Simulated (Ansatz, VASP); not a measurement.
# As2F3: VASP beside Ansatz

File INCAR:

```
PREC = Accurate ; ENCUT = 600
EDIFF = 1E-6 ; ISMEAR = 0
SIGMA = 0.1 ; LREAL = F
LASPH = T ; NELM = 100
ALGO = Normal ; ISIF = 3
LWAVE = F ; LCHARG = F
GGA = PE ; IBRION = 2
NSW = 90 ; EDIFFG = -0.04
```

Contents of KPOINTS:

```
Automatic mesh
0
Gamma
  6 6 4
```

Contents of POSCAR:

```
As2F3
1.0
    3.7630973374      0.0000000000      0.0000000000
   -1.8815486687      3.2589378911      0.0000000000
    0.0000000000      0.0000000000      5.8547681925
As F
2 3
Direct
    0.3333333333      0.6666666667      0.2450000000
    0.6666666667      0.3333333333      0.7550000000
    0.0000000000      0.0000000000      0.0000000000
    0.3333333333      0.6666666667      0.6450000000
    0.6666666667      0.3333333333      0.3550000000
```

Input for Ansatz:

```yaml
crystal:
  lattice:
    - [3.7630973374, 0.0, 0.0]
    - [-1.8815486687, 3.2589378911, 0.0]
    - [0.0, 0.0, 5.8547681925]
  atoms:
    - { symbol: As, position: [0.3333333333, 0.6666666667, 0.245] }
    - { symbol: As, position: [0.6666666667, 0.3333333333, 0.755] }
    - { symbol: F, position: [0.0, 0.0, 0.0] }
    - { symbol: F, position: [0.3333333333, 0.6666666667, 0.645] }
    - { symbol: F, position: [0.6666666667, 0.3333333333, 0.355] }
basis:
  ecutwfc: 420
kpoints:
  mp_grid: { grid: [6, 6, 4] }
hamiltonian:
  xc: pbe
scf:
  occupations: { method: gaussian, width: 0.1 }
  lower_state_search: "off"
output:
  forces: true
  stress: true
  eigenvalues: true
relax:
  adjacent_minimum: "off"
  f_tol: 0.04
  max_steps: 70
  cell: { stress_tol: 0.4 }
```

Alike in both runs: task relaxation of cell and atoms; functional PBE; k mesh 6 × 6 × 4; occupations gaussian, width 0.1 eV; no spin polarisation.

```csv
,VASP,Ansatz
version,VASP 6.6.1,Ansatz 0.2.0
potentials or method,"VASP PAW PBE potentials, release 64 (As, F), cutoff 600 eV","scalar-relativistic, plane waves, PAW"
valence electrons in the cell,31,51
```

Ansatz gave:

* gap on the k mesh at the Fermi level, each at its own relaxed structure (eV): none
* relaxed volume (Å³/atom): 16.21
* relaxed length of the cell vector where the two differ most in proportion (Å): 3.810

Estimate VASP's values.

gap on the k mesh at the Fermi level, each at its own relaxed structure (eV): none; relaxed volume (Å³/atom): 16.16; relaxed length of the cell vector where the two differ most in proportion (Å): 3.804.

A gap of «none» marks a metal or a gap that the smearing closes. VASP's potentials hold 31 valence electrons a cell and Ansatz's 51, so a difference there can come from the potentials and not from the codes.
